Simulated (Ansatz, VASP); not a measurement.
Two plane-wave programs on SrCl2

```
Sr Cl
1.0
     4.15604    0.00000    0.00000
    -2.07802    3.59923    0.00000
     0.00000    0.00000    5.27709
Sr Cl
1 2
Direct
  0.00000 0.00000 0.00000
  0.33333 0.66667 0.27652
  0.66667 0.33333 0.72348
```

Change from the starting cell: hydrostatic strain -5.7%.

Alike in both runs: task single point; functional PBE; k mesh 6 × 6 × 6; occupations fermi-dirac, width 0.02 eV; no spin polarisation.

```csv
,VASP,Ansatz
version,VASP 6.6.1,Ansatz 0.2.0
potentials or method,"VASP PAW PBE potentials, release 64 (Sr_sv, Cl)","plane waves, PAW"
plane-wave cutoff (eV),520,420
valence electrons in the cell,24,24
```

|  | VASP | Ansatz | Ansatz less VASP |
| --- | --- | --- | --- |
| gap on the k mesh at the Fermi level (eV) | 4.91 | 4.92 | +0.006 |
| pressure (GPa) | 7.0 | 6.9 | -0.16 |
| traceless stress, the component that is largest in VASP (GPa) | -1.22 | -1.19 | +0.031 |
| rms of the force components (eV/Å) | 0.014 | 0.001 | -0.0126 |

Atom by atom the forces differ by 0.015 eV/Å (rms over components).
